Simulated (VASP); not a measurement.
# C in VASP: settings compared, part 2 of 2

VASP 6.6.1. The steps go on from the part before.

## (4) Relaxation of the atoms, PBE

INCAR reads:

```
PREC = Accurate
ENCUT = 520
EDIFF = 1E-6
ISMEAR = -1
SIGMA = 0.05
LREAL = False
LASPH = True
NELM = 100
ALGO = Normal
ISIF = 2
LWAVE = False
LCHARG = False
GGA = PE
IBRION = 2
NSW = 80
EDIFFG = -0.02
```

KPOINTS reads:

```
Automatic mesh
0
Gamma
  15 15 5
```

POSCAR reads:

```
C
1.0
    2.4700000000      0.0000000000      0.0000000000
   -1.2350000000      2.1390827473      0.0000000000
    0.0000000000      0.0000000000      6.7900000000
C
4
Direct
    0.0000000000      0.0000000000      0.0000000000
    0.0000000000      0.0000000000      0.5000000000
    0.3333333333      0.6666666667      0.0050000000
    0.6666666667      0.3333333333      0.5050000000
```

Potentials or basis: VASP PAW PBE potentials, release 64 (C).

The run is started by

```
> cat potpaw_PBE.64/C/POTCAR > POTCAR
> mpirun -np 1 vasp_std > vasp.out
```

OUTCAR:

```text
PREC = Accurate
   ENCUT = 520
   EDIFF = 1E-6
   ISMEAR = -1
   LREAL = False
   LASPH = True
   NELM = 100
   ISIF = 2
   GGA = PE
   IBRION = 2
   NSW = 80
   EDIFFG = -0.02

 ion  position               nearest neighbor table
   1  0.000  0.000  0.000-   3 1.43   3 1.43   3 1.43
   2  0.000  0.000  0.500-   4 1.43   4 1.43   4 1.43
   3  0.333  0.667  0.005-   1 1.43   1 1.43   1 1.43
   4  0.667  0.333  0.505-   2 1.43   2 1.43   2 1.43

  LATTYP: Found a hexagonal cell.
 ALAT       =     2.4700000000
 C/A-ratio  =     2.7489878543

  Lattice vectors:

 A1 = (   2.4700000000,   0.0000000000,   0.0000000000)
 A2 = (  -1.2350000000,   2.1390827473,   0.0000000000)
 A3 = (   0.0000000000,   0.0000000000,   6.7900000000)

Analysis of symmetry for initial positions (statically):
=====================================================================
 Subroutine PRICEL returns:
 Original cell was already a primitive cell.

 Routine SETGRP: Setting up the symmetry group for a
 hexagonal supercell.

 Subroutine GETGRP returns: Found 12 space group operations
 (whereof  6 operations were pure point group operations)
 out of a pool of 24 trial point group operations.

The static configuration has the point symmetry C_3v.
 The point group associated with its full space group is C_6v.

Analysis of symmetry for dynamics (positions and initial velocities):
=====================================================================
 Subroutine PRICEL returns:
 Original cell was already a primitive cell.

 Routine SETGRP: Setting up the symmetry group for a
 hexagonal supercell.

 Subroutine GETGRP returns: Found 12 space group operations
 (whereof  6 operations were pure point group operations)
 out of a pool of 24 trial point group operations.

The dynamic configuration has the point symmetry C_3v.
 The point group associated with its full space group is C_6v.

[... 141 lines left out ...]

 number of electron      15.9999995 magnetization

 Free energy of the ion-electron system (eV)
  ---------------------------------------------------
  ext. energy  EPLUGINS =         0.00000000
  ---------------------------------------------------
  free energy    TOTEN  =       -36.83225854 eV

  energy without entropy =      -36.83096413  energy(sigma->0) =      -36.83161133

------------------------ aborting loop because EDIFF is reached ----------------------------------------

  FORCE on cell =-STRESS in cart. coord.  units (eV):
  Direction    XX          YY          ZZ          XY          YZ          ZX
  --------------------------------------------------------------------------------------
  -------------------------------------------------------------------------------------
  Total       -0.3016680     -0.3016680      0.6327737      0.0000000     -0.0000000     -0.0000000
  in kB      -13.4724149    -13.4724149     28.2595159      0.0000000     -0.0000000     -0.0000000
  external PRESSURE =       0.4382287 kB  Pullay stress =       0.0000000 kB
[... 63 lines left out ...]
--------------------------------------- Ionic step        3  -------------------------------------------

 number of electron      15.9999995 magnetization

 Free energy of the ion-electron system (eV)
  ---------------------------------------------------
  ext. energy  EPLUGINS =         0.00000000
  ---------------------------------------------------
  free energy    TOTEN  =       -36.85152390 eV

  energy without entropy =      -36.85022954  energy(sigma->0) =      -36.85087672

 E-fermi :   4.5349     XC(G=0): -10.2295

 val. band max:        4.5303195248   @ k =   0.3333   0.3333   0.2000
 cond. band min:       4.5466733362   @ k =   0.3333   0.3333   0.4000
 fundamental gap:      0.0163538114
 Fermi energy:         4.5348742420

 k-point     1 :       0.0000    0.0000    0.0000
  band No.  band energies     occupation
      1     -15.0541      2.00000
      2     -14.7796      2.00000
      3      -3.8868      2.00000
      4      -2.0317      2.00000
      5       1.5165      2.00000
      6       1.5165      2.00000
      7       1.5329      2.00000
      8       1.5329      2.00000
      9       8.7518      0.00000
     10      12.8204      0.00000
     11      12.8238      0.00000
     12      12.8673      0.00000
[... 331 lines left out ...]
 k-point    24 :       0.4000    0.2000    0.0000
  band No.  band energies     occupation
      1      -9.1433      2.00000
      2      -9.0472      2.00000
      3      -8.1148      2.00000
      4      -8.0536      2.00000
      5      -4.3008      2.00000
      6      -4.2078      2.00000
      7       2.6686      2.00000
      8       3.2947      2.00000
      9       5.8763      0.00000
     10       6.0096      0.00000
     11      15.0053      0.00000
     12      15.6241      0.00000

 [... further k-points ...]

------------------------ aborting loop because EDIFF is reached ----------------------------------------

  FORCE on cell =-STRESS in cart. coord.  units (eV):
  Direction    XX          YY          ZZ          XY          YZ          ZX
  --------------------------------------------------------------------------------------
  -------------------------------------------------------------------------------------
  Total       -0.2989790     -0.2989790      0.6653546      0.0000000      0.0000000      0.0000000
  in kB      -13.3523247    -13.3523247     29.7145678      0.0000000      0.0000000      0.0000000
  external PRESSURE =       1.0033061 kB  Pullay stress =       0.0000000 kB
[... 19 lines left out ...]
  FREE ENERGIE OF THE ION-ELECTRON SYSTEM (eV)
  ---------------------------------------------------
  free  energy   TOTEN  =       -36.8515239041 eV

  energy  without entropy=      -36.8502295372  energy(sigma->0) =      -36.85087672

 reached required accuracy - stopping structural energy minimisation
```

Run time: 71 s. Hardware: 1 thread of AMD EPYC 7R43 (Zen 3), shared host; peak memory 0.11 GiB.

Results:

- Free energy: -36.8515 eV
- Energy gained by relaxing: 4.8 meV/atom
- Ionic steps: 3
- Pressure after relaxing: 0.1 GPa
- Band gap on the k mesh: zero (band 8 reaches 4.55 eV, above the bottom of band 9 at 4.52 eV)

Stress tensor (GPa, compression positive):
```
-1.34  0.00  0.00
 0.00 -1.34  0.00
 0.00  0.00  2.97
```

The path:
| step | energy change (eV) | largest force (eV/Å) | pressure (GPa) |
| --- | --- | --- | --- |
| 1 | 0.0000 | 0.5675 | 0.04 |
| 2 | -0.0120 | 0.3470 | 0.08 |
| 3 | -0.0193 | 0.0006 | 0.10 |

Final structure:
```yaml
crystal:
  lattice:
    - [2.47000, 0.00000, 0.00000]
    - [-1.23500, 2.13908, 0.00000]
    - [0.00000, 0.00000, 6.79000]
  atoms:
    - { symbol: C, position: [0.00000, 0.00000, 0.00250] }
    - { symbol: C, position: [0.00000, 0.00000, 0.50250] }
    - { symbol: C, position: [0.33333, 0.66667, 0.00250] }
    - { symbol: C, position: [0.66667, 0.33333, 0.50250] }
```

Caveat: this functional lacks dispersion, which binds the layers, so the pressure and a relaxed spacing across them are unreliable.

## (5) Summary

| task | level | cell | gap on the mesh (eV) | pressure (GPa) |
| --- | --- | --- | --- | --- |
| single point | PBE | as given | none | 0.1 |
| single point | r2SCAN | as given | none | -3.8 |
| relaxation of the atoms | PBE | atoms relaxed | none | 0.1 |

Alike in all rows: potentials or basis VASP PAW PBE potentials, release 64 (C); no spin polarisation; k mesh 15 × 15 × 5; cutoff (eV) 520; smearing fermi-dirac 0.05 eV.

Caveats: this functional lacks dispersion, which binds the layers, so the pressure and a relaxed spacing across them are unreliable (some runs); the PAW data sets were made with another functional, which shifts forces and pressure a little (some runs).

Total energies depend on the potentials used, so only differences within one code and one set of settings carry meaning.
